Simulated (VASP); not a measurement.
# Be (Fm-3m) in VASP: a series of runs, part 2 of 2

VASP 6.6.1.

**3. Relaxation of cell and atoms, r2SCAN**

This run uses another cell than the first one, of 8.11 Å³/atom.

Contents of POSCAR:

```
Be
1.0
    0.0000000000      1.5948182637      1.5948182637
    1.5948182637      0.0000000000      1.5948182637
    1.5948182637      1.5948182637      0.0000000000
Be
1
Direct
    0.0000000000      0.0000000000      0.0000000000
```

Contents of INCAR.step1:

```
ALGO     = Normal         # electronic algorithm
EDIFF    = 1E-4           # SCF threshold, eV
ENCUT    = 600            # plane-wave cutoff, eV
GGA      = PE             # functional
ISMEAR   = -1             # smearing method
LASPH    = T              # aspherical terms in the spheres
LCHARG   = F              # write CHGCAR
LREAL    = F              # projectors in reciprocal space
LWAVE    = T              # write WAVECAR
NELM     = 60             # most SCF steps
PREC     = Accurate       # precision mode
SIGMA    = 0.1            # smearing width, eV
```

Contents of INCAR.step2:

```
ALGO     = Normal         # electronic algorithm
EDIFF    = 1E-6           # SCF threshold, eV
EDIFFG   = -0.01          # ionic threshold
ENCUT    = 600            # plane-wave cutoff, eV
IBRION   = 2              # ionic algorithm
ISIF     = 3              # what is computed and relaxed
ISMEAR   = -1             # smearing method
ISTART   = 1            
LASPH    = T              # aspherical terms in the spheres
LCHARG   = F              # write CHGCAR
LMIXTAU  = T            
LREAL    = F              # projectors in reciprocal space
LWAVE    = F              # write WAVECAR
METAGGA  = R2SCAN         # meta-GGA
NELM     = 60             # most SCF steps
NSW      = 80             # ionic steps
PREC     = Accurate       # precision mode
SIGMA    = 0.1            # smearing width, eV
```

Contents of KPOINTS:

```
k-points
0
Gamma
  17 17 17
```

Potentials or basis: VASP PAW PBE potentials, release 64 (Be).

Launch:

```
> cat potpaw_PBE.64/Be/POTCAR > POTCAR
> cp INCAR.step1 INCAR
> mpirun -np 1 vasp_std > vasp.out
> cp INCAR.step2 INCAR
> mpirun -np 1 vasp_std > vasp.out
```

OUTCAR:

```text
EDIFF = 1E-6
   EDIFFG = -0.01
   ENCUT = 600
   IBRION = 2
   ISIF = 3
   ISMEAR = -1
   ISTART = 1
   LASPH = T
   LREAL = F
   METAGGA = R2SCAN
   NELM = 60
   NSW = 80
   PREC = Accurate

 ion  position               nearest neighbor table
   1  0.000  0.000  0.000-

  LATTYP: Found a face centered cubic cell.
 ALAT       =     3.1896365274

  Lattice vectors:

 A1 = (   0.0000000000,   1.5948182637,   1.5948182637)
 A2 = (   1.5948182637,   0.0000000000,   1.5948182637)
 A3 = (   1.5948182637,   1.5948182637,   0.0000000000)

Analysis of symmetry for initial positions (statically):
=====================================================================
 Subroutine PRICEL returns:
 Original cell was already a primitive cell.

 Routine SETGRP: Setting up the symmetry group for a
 face centered cubic supercell.

 Subroutine GETGRP returns: Found 48 space group operations
 (whereof 48 operations were pure point group operations)
 out of a pool of 48 trial point group operations.

The static configuration has the point symmetry O_h .
[... 166 lines left out ...]
  --------------------------------------------------------------------------------------
  -------------------------------------------------------------------------------------
  Total       -0.1551329     -0.1551329     -0.1551329      0.0000000      0.0000000      0.0000000
  in kB      -30.6373215    -30.6373215    -30.6373215      0.0000000      0.0000000      0.0000000
  external PRESSURE =     -30.6373215 kB  Pullay stress =       0.0000000 kB
[... 57 lines left out ...]
--------------------------------------- Ionic step        3  -------------------------------------------

 number of electron       2.0000000 magnetization

 Free energy of the ion-electron system (eV)
  ---------------------------------------------------
  ext. energy  EPLUGINS =         0.00000000
  ---------------------------------------------------
  free energy    TOTEN  =        -4.25696958 eV

  energy without entropy =       -4.25291842  energy(sigma->0) =       -4.25494400

 E-fermi :   7.5924     XC(G=0): -11.2646

 val. band max:        7.5419387139   @ k =  -0.3529   0.3529   0.0000
 cond. band min:       7.6309384781   @ k =  -0.4706   0.0588   0.0000
 fundamental gap:      0.0889997642
 Fermi energy:         7.5924351255

 k-point     1 :       0.0000    0.0000    0.0000
  band No.  band energies     occupation
      1      -5.1108      2.00000
      2      28.6951      0.00000
      3      28.6951      0.00000
      4      28.6951      0.00000
      5      38.1297      0.00000
[... 177 lines left out ...]
 k-point    24 :      -0.1176    0.0588    0.0000
  band No.  band energies     occupation
      1      -4.3259      2.00000
      2      23.8696      0.00000
      3      26.0400      0.00000
      4      28.5915      0.00000
      5      36.0595      0.00000

 [... further k-points ...]

------------------------ aborting loop because EDIFF is reached ----------------------------------------

  FORCE on cell =-STRESS in cart. coord.  units (eV):
  Direction    XX          YY          ZZ          XY          YZ          ZX
  --------------------------------------------------------------------------------------
  -------------------------------------------------------------------------------------
  Total       -0.0013005     -0.0013005     -0.0013005     -0.0000000     -0.0000000      0.0000000
  in kB       -0.2637480     -0.2637480     -0.2637480     -0.0000000     -0.0000000      0.0000000
  external PRESSURE =      -0.2637480 kB  Pullay stress =       0.0000000 kB
[... 16 lines left out ...]
  FREE ENERGIE OF THE ION-ELECTRON SYSTEM (eV)
  ---------------------------------------------------
  free  energy   TOTEN  =        -4.2569695751 eV

  energy  without entropy=       -4.2529184220  energy(sigma->0) =       -4.25494400

 reached required accuracy - stopping structural energy minimisation
```

OUTCAR.step1:

```text
EDIFF = 1E-4
   ENCUT = 600
   GGA = PE
   ISMEAR = -1
   LASPH = T
   LREAL = F
[... 406 lines left out ...]

 POSITION                                       TOTAL-FORCE (eV/Angst)
 -----------------------------------------------------------------------------------
      0.00000      0.00000      0.00000         0.000000      0.000000      0.000000
 -----------------------------------------------------------------------------------
    total drift:                               -0.000000      0.000000     -0.000000

  FREE ENERGIE OF THE ION-ELECTRON SYSTEM (eV)
  ---------------------------------------------------
  free  energy   TOTEN  =        -3.6846295597 eV

  energy  without entropy=       -3.6803637406  energy(sigma->0) =       -3.68249665
```

OSZICAR.step1:

```text
N       E                     dE             d eps       ncg     rms          rms(c)
DAV:   1    -0.174561272185E+01   -0.17456E+01   -0.12102E+03  1755   0.368E+02
DAV:   2    -0.370416633934E+01   -0.19586E+01   -0.18434E+01  2275   0.415E+01
DAV:   3    -0.371257854705E+01   -0.84122E-02   -0.84071E-02  1905   0.231E+00
DAV:   4    -0.371258347985E+01   -0.49328E-05   -0.49336E-05  2380   0.565E-02
DAV:   5    -0.371258348269E+01   -0.28338E-08   -0.16983E-08  1790   0.582E-04    0.764E-01
DAV:   6    -0.369260466655E+01    0.19979E-01   -0.22433E-03  1745   0.646E-01    0.468E-01
DAV:   7    -0.368463206800E+01    0.79726E-02   -0.21494E-03  1715   0.659E-01    0.220E-02
DAV:   8    -0.368462955971E+01    0.25083E-05   -0.20197E-06  1345   0.134E-02
   1 F= -.36846296E+01 E0= -.36824967E+01  d E =-.426582E-02
```

It took 77 s on 1 thread of AMD EPYC 7R13, shared host; peak memory 0.09 GiB.

What came out:

```yaml
Free_energy: -4.2570 eV
Relaxed_volume: 7.90 Å³/atom
Relaxed_cell: a = 2.236 Å, b = 2.236 Å, c = 2.236 Å, α = 60.00°, β = 60.00°, γ = 60.00°
Space_group_after_relaxing_to_0.1_Å: Fm-3m (No. 225)
Energy_gained_by_relaxing: 2.1 meV/atom
Ionic_steps: 3
Pressure_after_relaxing: 0.0 GPa
Band_gap_on_the_k_mesh: zero (bands 1 and 2 overlap by 0.20 eV)
```

Step by step:
| step | energy change (eV) | largest force (eV/Å) | pressure (GPa) | volume (Å³) |
| --- | --- | --- | --- | --- |
| 1 | 0.0000 | 0.0000 | -3.06 | 8.11 |
| 2 | -0.0021 | 0.0000 | -0.51 | 7.93 |
| 3 | -0.0021 | 0.0000 | -0.03 | 7.90 |

Final structure:
```
Be
1.0
     0.00000    1.58076    1.58076
     1.58076    0.00000    1.58076
     1.58076    1.58076    0.00000
Be
1
Direct
  0.00000 0.00000 0.00000
```

Caveat: the PAW data sets were made with another functional, which shifts forces and pressure a little.
